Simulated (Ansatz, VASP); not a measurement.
# ZnSe in VASP and in Ansatz

```
CELL_PARAMETERS angstrom
0.00000 2.83242 2.71912
2.83242 0.00000 2.71912
2.83242 2.83242 0.00000
ATOMIC_POSITIONS crystal
Zn 0.00000 0.00000 0.00000
Se 0.25000 0.25000 0.25000
```

Change from the starting cell: uniaxial_z strain -4.0%.

Alike in both runs: task single point; functional PBE; k mesh 8 × 8 × 8; occupations fermi-dirac, width 0.02 eV; no spin polarisation.

|  | VASP | Ansatz |
| --- | --- | --- |
| version | VASP 6.6.1 | Ansatz 0.2.0 |
| potentials or method | VASP PAW PBE potentials, release 64 (Zn, Se) | plane waves, PAW |
| plane-wave cutoff (eV) | 520 | 420 |
| valence electrons in the cell | 18 | 28 |

Ansatz gave:

* gap on the k mesh at the Fermi level (eV): 1.36
* pressure (GPa): 5.1
* traceless stress, the component that is largest in VASP (GPa): 0.80

Which values does VASP return?

gap on the k mesh at the Fermi level (eV): 1.36; pressure (GPa): 5.4; traceless stress, the component that is largest in VASP (GPa): 0.79.

The functional is the same, so the differences come from potentials, cutoffs and numerics. VASP's potentials hold 18 valence electrons a cell and Ansatz's 28, so a difference there can come from the potentials and not from the codes.
